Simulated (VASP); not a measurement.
# BP (F-43m) in VASP: notebook, part 2 of 2

VASP 6.6.1.

## (3) Single point, PBEsol

This run uses another cell than the first one, of 11.54 Å³/atom, 1.011 times its volume.

Contents of INCAR:

```
  PREC = Accurate
  ENCUT = 520
  EDIFF = 1E-6
  ISMEAR = -1
  SIGMA = 0.08
  LREAL = F
  LASPH = T
  NELM = 60
  ALGO = Normal
  ISIF = 2
  LWAVE = F
  LCHARG = F
  GGA = PS
  NBANDS = 11
```

Contents of KPOINTS:

```
Automatic mesh
0
Gamma
  12 12 12
```

Contents of POSCAR:

```
BP
1.0
    2.2600718588      2.2600718588      0.0000000000
   -2.2600718588      2.2600718588      0.0000000000
    0.0000000000      2.2600718588      2.2600718588
B P
1 1
Direct
    0.0000000000      0.0000000000      0.0000000000
    0.7500000000      0.2500000000      0.5000000000
```

Potentials or basis: VASP PAW PBE potentials, release 64 (B, P).

On the command line:

```sh
$ cat potpaw_PBE.64/B/POTCAR potpaw_PBE.64/P/POTCAR > POTCAR
$ mpirun -np 1 vasp_std > vasp.out
```

OUTCAR:

```text
PREC = Accurate
   ENCUT = 520
   EDIFF = 1E-6
   ISMEAR = -1
   LREAL = F
   LASPH = T
   NELM = 60
   ISIF = 2
   GGA = PS

 ion  position               nearest neighbor table
   1  0.000  0.000  0.000-   2 1.96   2 1.96   2 1.96   2 1.96
   2  0.750  0.250  0.500-   1 1.96   1 1.96   1 1.96   1 1.96

  LATTYP: Found a face centered cubic cell.
 ALAT       =     4.5201437176

  Lattice vectors:

 A1 = (   0.0000000000,   2.2600718588,   2.2600718588)
 A2 = (   2.2600718588,   0.0000000000,   2.2600718588)
 A3 = (   2.2600718588,   2.2600718588,   0.0000000000)

Analysis of symmetry for initial positions (statically):
=====================================================================
 Subroutine PRICEL returns:
 Original cell was already a primitive cell.

 Routine SETGRP: Setting up the symmetry group for a
 face centered cubic supercell.

 Subroutine GETGRP returns: Found 24 space group operations
 (whereof 24 operations were pure point group operations)
 out of a pool of 48 trial point group operations.

The static configuration has the point symmetry T_d .

Analysis of symmetry for dynamics (positions and initial velocities):
=====================================================================
 Subroutine PRICEL returns:
 Original cell was already a primitive cell.

 Routine SETGRP: Setting up the symmetry group for a
 face centered cubic supercell.

 Subroutine GETGRP returns: Found 24 space group operations
 (whereof 24 operations were pure point group operations)
 out of a pool of 48 trial point group operations.

The dynamic configuration has the point symmetry T_d .

 Subroutine INISYM returns: Found 24 space group operations
 (whereof 24 operations are pure point group operations),
 and found     1 'primitive' translations

[... 113 lines left out ...]
     AMIX     =   0.40;   BMIX     =  1.00
     AMIX_MAG =   1.60;   BMIX_MAG =  1.00
  volume/ion in A,a.u.               =      11.54        77.90
  Fermi-wavevector in a.u.,A,eV,Ry     =   1.149845  2.172892 17.988850  1.322143
  Thomas-Fermi vector in A             =   2.286512
   LORBIT       =      0    0 simple, 1 ext, 2 COOP (PROOUT), +10 PAW based schemes
   GGA     = PS    functional components
   LHFCALC =     F    Hartree Fock is set to
   AEXX    =    0.0000 exact exchange contribution
   IVDW    =     0    specifies the selected vdW correction
   LEPSILON=     F    determine dielectric tensor
   LRPA    =     F    only Hartree local field effects (RPA)
 non-spin polarized calculation
  energy-cutoff  :      520.00
  volume of cell :       23.09
 maximum number of plane-waves:       636
   NGX = 11   NGY = 11   NGZ = 11

 number of electron       8.0000001 magnetization

 Free energy of the ion-electron system (eV)
  ---------------------------------------------------
  ext. energy  EPLUGINS =         0.00000000
  ---------------------------------------------------
  free energy    TOTEN  =       -13.67392522 eV

  energy without entropy =      -13.67391434  energy(sigma->0) =      -13.67391978

 E-fermi :   8.0813     XC(G=0): -11.0957

 val. band max:        7.5457116519   @ k =   0.0000   0.0000   0.0000
 cond. band min:       8.6550150455   @ k =  -0.4167   0.4167   0.0000
 fundamental gap:      1.1093033936
 Fermi energy:         8.0812526382

 k-point     1 :       0.0000    0.0000    0.0000
  band No.  band energies     occupation
      1      -8.0583      2.00000
      2       7.5457      1.99753
      3       7.5457      1.99753
      4       7.5457      1.99753
      5      10.9203      0.00000
      6      10.9203      0.00000
      7      10.9203      0.00000
      8      15.0681      0.00000
      9      18.8698      0.00000
     10      19.7022      0.00000
     11      19.7022      0.00000
[... 309 lines left out ...]
 k-point    24 :      -0.4167    0.1667    0.0000
  band No.  band energies     occupation
      1      -5.3795      2.00000
      2       0.4346      2.00000
      3       4.3984      2.00000
      4       4.8447      2.00000
      5      10.6117      0.00000
      6      14.0061      0.00000
      7      14.3279      0.00000
      8      14.8531      0.00000
      9      20.4692      0.00000
     10      22.2357      0.00000
     11      22.9169      0.00000

 [... further k-points ...]
[... 5 lines left out ...]
  --------------------------------------------------------------------------------------
  -------------------------------------------------------------------------------------
  Total        0.0144672      0.0144672      0.0144672      0.0000000     -0.0000000      0.0000000
  in kB        1.0039201      1.0039201      1.0039201      0.0000000     -0.0000000      0.0000000
  external PRESSURE =       1.0039201 kB  Pullay stress =       0.0000000 kB

 VOLUME and BASIS-vectors are now :
 -----------------------------------------------------------------------------
  energy-cutoff  :      520.00
  volume of cell :       23.09
      direct lattice vectors                 reciprocal lattice vectors
     2.260071859  2.260071859  0.000000000     0.221231904  0.221231904 -0.221231904
    -2.260071859  2.260071859  0.000000000    -0.221231904  0.221231904 -0.221231904
     0.000000000  2.260071859  2.260071859     0.000000000  0.000000000  0.442463808

 POSITION                                       TOTAL-FORCE (eV/Angst)
 -----------------------------------------------------------------------------------
      0.00000      0.00000      0.00000        -0.000000     -0.000000      0.000000
      1.13004      3.39011      1.13004         0.000000      0.000000      0.000000
 -----------------------------------------------------------------------------------
    total drift:                                0.000000      0.000000     -0.000000

  FREE ENERGIE OF THE ION-ELECTRON SYSTEM (eV)
  ---------------------------------------------------
  free  energy   TOTEN  =       -13.6739252154 eV

  energy  without entropy=      -13.6739143372  energy(sigma->0) =      -13.67391978
```

It took 6.7 s on 1 thread of Intel Xeon Platinum 8488C (Sapphire Rapids), shared host; peak memory 0.14 GiB.

Results:

| Property | Result |
| --- | --- |
| Free energy | -13.6739 eV |
| Pressure | 0.1 GPa |
| Band gap on the k mesh | 1.11 eV, indirect (least direct gap 3.37 eV) |

Levels at points of the mesh, in eV from the valence-band top:
```csv
k point,band 2,band 3,band 4,band 5,band 6,band 7
"(0.00, 0.00, 0.00)",0.00,0.00,0.00,3.37,3.37,3.37
"(0.50, 0.00, 0.00)",-9.18,-1.78,-1.78,3.80,4.66,4.66
"(0.50, 0.50, 0.00)",-8.66,-4.19,-4.19,1.20,1.51,12.21
```

Caveat: the PAW data sets were made with another functional, which shifts forces and pressure a little.

## (4) Relaxation of cell and atoms, PBEsol, target pressure -2 GPa, at which the enthalpy is minimised

This run uses another cell than the first one, of 11.54 Å³/atom, 1.011 times its volume.

Contents of INCAR:

```
PREC = Accurate
ENCUT = 600
EDIFF = 1E-7
ISMEAR = 0
SIGMA = 0.01
LREAL = False
LASPH = True
NELM = 80
ALGO = Normal
ISIF = 3
LWAVE = False
LCHARG = False
GGA = PS
IBRION = 2
NSW = 100
EDIFFG = -0.002
PSTRESS = -20.0
```

Contents of KPOINTS:

```
regular mesh
0
Gamma
  8 8 8
```

POSCAR is that of step 3.

Potentials or basis: VASP PAW PBE potentials, release 64 (B, P).

On the command line:

```sh
$ cat potpaw_PBE.64/B/POTCAR potpaw_PBE.64/P/POTCAR > POTCAR
$ mpirun -np 1 vasp_std > vasp.out
```

OUTCAR:

```text
PREC = Accurate
   ENCUT = 600
   EDIFF = 1E-7
   ISMEAR = 0
   LREAL = False
   LASPH = True
   NELM = 80
   ISIF = 3
   GGA = PS
   IBRION = 2
   NSW = 100
   EDIFFG = -0.002
   PSTRESS = -20.0

 ion  position               nearest neighbor table
   1  0.000  0.000  0.000-   2 1.96   2 1.96   2 1.96   2 1.96
   2  0.750  0.250  0.500-   1 1.96   1 1.96   1 1.96   1 1.96

  LATTYP: Found a face centered cubic cell.
 ALAT       =     4.5201437176

  Lattice vectors:

 A1 = (   0.0000000000,   2.2600718588,   2.2600718588)
 A2 = (   2.2600718588,   0.0000000000,   2.2600718588)
 A3 = (   2.2600718588,   2.2600718588,   0.0000000000)

Analysis of symmetry for initial positions (statically):
=====================================================================
 Subroutine PRICEL returns:
 Original cell was already a primitive cell.

 Routine SETGRP: Setting up the symmetry group for a
 face centered cubic supercell.

 Subroutine GETGRP returns: Found 24 space group operations
 (whereof 24 operations were pure point group operations)
 out of a pool of 48 trial point group operations.

[... 167 lines left out ...]

  FORCE on cell =-STRESS in cart. coord.  units (eV):
  Direction    XX          YY          ZZ          XY          YZ          ZX
  --------------------------------------------------------------------------------------
  -------------------------------------------------------------------------------------
  Total        0.0182517      0.0182517      0.0182517      0.0000000      0.0000000      0.0000000
  in kB        1.2665357      1.2665357      1.2665357      0.0000000      0.0000000      0.0000000
  external PRESSURE =      21.2665357 kB  Pullay stress =     -20.0000000 kB
[... 63 lines left out ...]
--------------------------------------- Ionic step        3  -------------------------------------------

 number of electron       8.0000000 magnetization

 Free energy of the ion-electron system (eV)
  ---------------------------------------------------
  ext. energy  EPLUGINS =         0.00000000
  ---------------------------------------------------
  free energy    TOTEN  =       -13.67144209 eV

  energy without entropy =      -13.67144209  energy(sigma->0) =      -13.67144209

 E-fermi :   7.4371     XC(G=0): -11.0413

 val. band max:        7.3942671810   @ k =   0.0000   0.0000   0.0000
 cond. band min:       8.5583651610   @ k =  -0.3750   0.3750   0.0000
 fundamental gap:      1.1640979801
 Fermi energy:         7.4370733187

 k-point     1 :       0.0000    0.0000    0.0000
  band No.  band energies     occupation
      1      -8.0949      2.00000
      2       7.3943      2.00000
      3       7.3943      2.00000
      4       7.3943      2.00000
      5      10.7492      0.00000
      6      10.7492      0.00000
      7      10.7492      0.00000
      8      14.7224      0.00000
[... 243 lines left out ...]
 k-point    24 :       0.5000    0.2500    0.1250
  band No.  band energies     occupation
      1      -4.0893      2.00000
      2      -1.0971      2.00000
      3       2.8379      2.00000
      4       4.2478      2.00000
      5      11.4926      0.00000
      6      12.5238      0.00000
      7      15.6623      0.00000
      8      17.1090      0.00000

 [... further k-points ...]
[... 5 lines left out ...]
  --------------------------------------------------------------------------------------
  -------------------------------------------------------------------------------------
  Total       -0.2913409     -0.2913409     -0.2913409      0.0000000      0.0000000      0.0000000
  in kB      -19.9594913    -19.9594913    -19.9594913      0.0000000      0.0000000      0.0000000
  external PRESSURE =       0.0405087 kB  Pullay stress =     -20.0000000 kB
[... 21 lines left out ...]
  energy  without entropy=      -13.6714420875  energy(sigma->0) =      -13.67144209

  enthalpy is  TOTEN    =       -13.9633743166 eV   P V=       -0.2919322291

 reached required accuracy - stopping structural energy minimisation
```

OSZICAR:

```text
N       E                     dE             d eps       ncg     rms          rms(c)
DAV:   1     0.132592560482E+02    0.13259E+02   -0.44776E+03   464   0.102E+03
DAV:   2    -0.141376051695E+02   -0.27397E+02   -0.25995E+02   768   0.116E+02
DAV:   3    -0.144070790651E+02   -0.26947E+00   -0.26947E+00   504   0.159E+01
[... 23 lines left out ...]
DAV:   3    -0.136714533673E+02    0.16415E-03   -0.36652E-04   560   0.110E-01    0.282E-02
DAV:   4    -0.136714427048E+02    0.10662E-04   -0.14822E-05   600   0.281E-02    0.215E-02
DAV:   5    -0.136714417381E+02    0.96677E-06   -0.34752E-06   616   0.130E-02    0.105E-02
DAV:   6    -0.136714420597E+02   -0.32161E-06   -0.66474E-08   344   0.225E-03    0.101E-03
DAV:   7    -0.136714420875E+02   -0.27859E-07   -0.90681E-09   232   0.705E-04
   3 F= -.13963374E+02 E0= -.13963374E+02  d E =-.195325E-02
```

Wall time 11 s (1 thread of Intel Xeon Platinum 8488C (Sapphire Rapids), shared host); peak memory 0.15 GiB.

What came out:

| Item | Value |
| --- | --- |
| Free energy | -13.6714 eV |
| Relaxed volume | 11.69 Å³/atom |
| Relaxed cell | a = 3.210 Å, b = 3.210 Å, c = 3.210 Å, α = 60.00°, β = 60.00°, γ = 90.00° |
| Space group after relaxing (to 0.05 Å) | F-43m (No. 216) |
| Energy change on relaxing (the enthalpy is what falls) | +0.9 meV/atom |
| Ionic steps | 3 |
| Pressure after relaxing | -2.0 GPa |
| Band gap on the k mesh | 1.16 eV, indirect (least direct gap 3.35 eV) |

The path:
```csv
step,energy change (eV),largest force (eV/Å),pressure (GPa),volume (Å³)
1,0.0000,0.0000,0.13,23.09
2,0.0055,0.0000,-3.47,23.60
3,0.0018,0.0000,-2.00,23.39
```

Final structure:
```xyz
2
Lattice="2.2697 2.2697 0.0000 -2.2697 2.2697 0.0000 0.0000 2.2697 2.2697" Properties=species:S:1:pos:R:3 pbc="T T T"
B     0.0000    0.0000    0.0000
P     1.1349    3.4046    1.1349
```

Caveat: the cell is relaxed towards a set pressure, so the enthalpy falls and the energy may rise; the PAW data sets were made with another functional, which shifts forces and pressure a little. A k mesh can miss the band edges.

## (5) Relaxation of cell and atoms, PBEsol, target pressure 2 GPa, at which the enthalpy is minimised

This run uses another cell than the first one, of 11.54 Å³/atom, 1.011 times its volume.

INCAR: that of step 4 with these lines changed.

```diff
@@ -16,2 +16,2 @@
 EDIFFG = -0.002
-PSTRESS = -20.0
+PSTRESS = 20.0
```

Contents of KPOINTS:

```
Automatic mesh
0
Gamma
  8 8 8
```

POSCAR is that of step 4.

On the command line:

```sh
$ cat potpaw_PBE.64/B/POTCAR potpaw_PBE.64/P/POTCAR > POTCAR
$ mpirun -np 1 vasp_std > vasp.out
```

It took 8.3 s on 1 thread of Intel Xeon 6975P-C (Granite Rapids), shared host; peak memory 0.15 GiB.

Results (log left out):

| Quantity | Value |
| --- | --- |
| Free energy | -13.6716 eV |
| Relaxed volume | 11.42 Å³/atom |
| Relaxed cell | a = 3.185 Å, b = 3.185 Å, c = 3.185 Å, α = 60.00°, β = 60.00°, γ = 90.00° |
| Space group after relaxing (to 0.05 Å) | F-43m (No. 216) |
| Energy change on relaxing (the enthalpy is what falls) | +0.8 meV/atom |
| Ionic steps | 3 |
| Pressure after relaxing | 2.0 GPa |
| Band gap on the k mesh | 1.14 eV, indirect (least direct gap 3.39 eV) |

Step by step:
```tsv
step	energy change (eV)	largest force (eV/Å)	pressure (GPa)	volume (Å³)
1	0.0000	0.0000	0.13	23.09
2	0.0051	0.0000	3.58	22.64
3	0.0016	0.0000	2.00	22.84
```

Final structure:
```
B P
1.0
     2.25193    2.25193    0.00000
    -2.25193    2.25193    0.00000
     0.00000    2.25193    2.25193
B P
1 1
Direct
  0.00000 0.00000 0.00000
  0.75000 0.25000 0.50000
```

Levels at points of the mesh, in eV from the valence-band top:
```
           k point  band 1  band 2  band 3  band 4  band 5  band 6  band 7  band 8
(0.00, 0.00, 0.00)  -15.70    0.00    0.00    0.00    3.39    3.39    3.39    7.69
(0.50, 0.00, 0.00)  -12.26   -9.26   -1.79   -1.79    3.87    4.66    4.66   10.00
(0.50, 0.50, 0.00)  -10.71   -8.72   -4.23   -4.23    1.18    1.50   12.31   12.31
```

Caveat: the cell is relaxed towards a set pressure, so the enthalpy falls and the energy may rise; the PAW data sets were made with another functional, which shifts forces and pressure a little. A k mesh can miss the band edges.

## (6) Relaxation of cell and atoms, PBEsol, target pressure 4 GPa, at which the enthalpy is minimised

This run uses another cell than the first one, of 11.54 Å³/atom, 1.011 times its volume.

Contents of INCAR:

```
SYSTEM = BP
ALGO = Normal ; EDIFF = 1E-6
EDIFFG = -0.002 ; ENCUT = 600
GGA = PS ; IBRION = 2
ISIF = 3 ; ISMEAR = 0
LASPH = .True. ; LCHARG = .False.
LREAL = .False. ; LWAVE = .False.
NELM = 100 ; NSW = 100
PREC = Accurate ; PSTRESS = 40.0
SIGMA = 0.01
```

Contents of KPOINTS:

```
k-points
0
Gamma
  8 8 8
  0 0 0
```

POSCAR is that of step 5.

Potentials or basis: VASP PAW PBE potentials, release 64 (B, P).

On the command line:

```sh
$ cat potpaw_PBE.64/B/POTCAR potpaw_PBE.64/P/POTCAR > POTCAR
$ mpirun -np 1 vasp_std > vasp.out
```

Run time: 7.6 s. Hardware: 1 thread of Intel Xeon 6975P-C (Granite Rapids), shared host; peak memory 0.15 GiB.

It converged, with:

```yaml
Free_energy: -13.6669 eV
Relaxed_volume: 11.29 Å³/atom
Relaxed_cell: a = 3.173 Å, b = 3.173 Å, c = 3.173 Å, α = 60.00°, β = 60.00°, γ = 90.00°
Space_group_after_relaxing_to_0.05_Å: F-43m (No. 216)
Energy_change_on_relaxing_the_enthalpy_is_what_falls: +3.2 meV/atom
Ionic_steps: 3
Pressure_after_relaxing: 4.0 GPa
Band_gap_on_the_k_mesh: 1.12 eV, indirect (least direct gap 3.41 eV)
```

The path:
| step | energy change (eV) | largest force (eV/Å) | pressure (GPa) | volume (Å³) |
| --- | --- | --- | --- | --- |
| 1 | 0.0000 | 0.0000 | 0.13 | 23.09 |
| 2 | 0.0214 | 0.0000 | 7.58 | 22.17 |
| 3 | 0.0063 | 0.0000 | 4.00 | 22.59 |

Final structure:
```
CELL_PARAMETERS angstrom
2.24366 2.24366 0.00000
-2.24366 2.24366 0.00000
0.00000 2.24366 2.24366
ATOMIC_POSITIONS crystal
B 0.00000 0.00000 0.00000
P 0.75000 0.25000 0.50000
```

Levels at points of the mesh, in eV from the valence-band top:
```tsv
k point	band 2	band 3	band 4	band 5	band 6	band 7
(0.00, 0.00, 0.00)	0.00	0.00	0.00	3.41	3.41	3.41
(0.50, 0.00, 0.00)	-9.34	-1.81	-1.81	3.94	4.67	4.67
(0.50, 0.50, 0.00)	-8.77	-4.27	-4.27	1.16	1.49	12.41
```

Caveat: the cell is relaxed towards a set pressure, so the enthalpy falls and the energy may rise; the PAW data sets were made with another functional, which shifts forces and pressure a little. A k mesh can miss the band edges.

## (7) Overview

```tsv
task	cell	k mesh	cutoff (eV)	smearing	gap on the mesh (eV)	pressure (GPa)
single point	a = 3.184 Å, angles 60.0, 60.0, 90.0°, 2 atoms	8 × 8 × 8	520	gaussian 0.01 eV	1.14	2.1
single point	a = 3.196 Å, angles 60.0, 60.0, 90.0°, 2 atoms	12 × 12 × 12	520	fermi-dirac 0.08 eV	1.11	0.1
relaxation of cell and atoms	relaxed to -2 GPa from a = 3.196 Å, angles 60.0, 60.0, 90.0°, 2 atoms	8 × 8 × 8	600	gaussian 0.01 eV	1.16	-2.0
relaxation of cell and atoms	relaxed to 2 GPa from a = 3.196 Å, angles 60.0, 60.0, 90.0°, 2 atoms	8 × 8 × 8	600	gaussian 0.01 eV	1.14	2.0
relaxation of cell and atoms	relaxed to 4 GPa from a = 3.196 Å, angles 60.0, 60.0, 90.0°, 2 atoms	8 × 8 × 8	600	gaussian 0.01 eV	1.12	4.0
```

Alike in all rows: level PBEsol; potentials or basis VASP PAW PBE potentials, release 64 (B, P); no spin polarisation.

Caveats: the PAW data sets were made with another functional, which shifts forces and pressure a little; the cell is relaxed towards a set pressure, so the enthalpy falls and the energy may rise (some runs).

Total energies depend on the potentials used, so only differences within one code and one set of settings carry meaning.
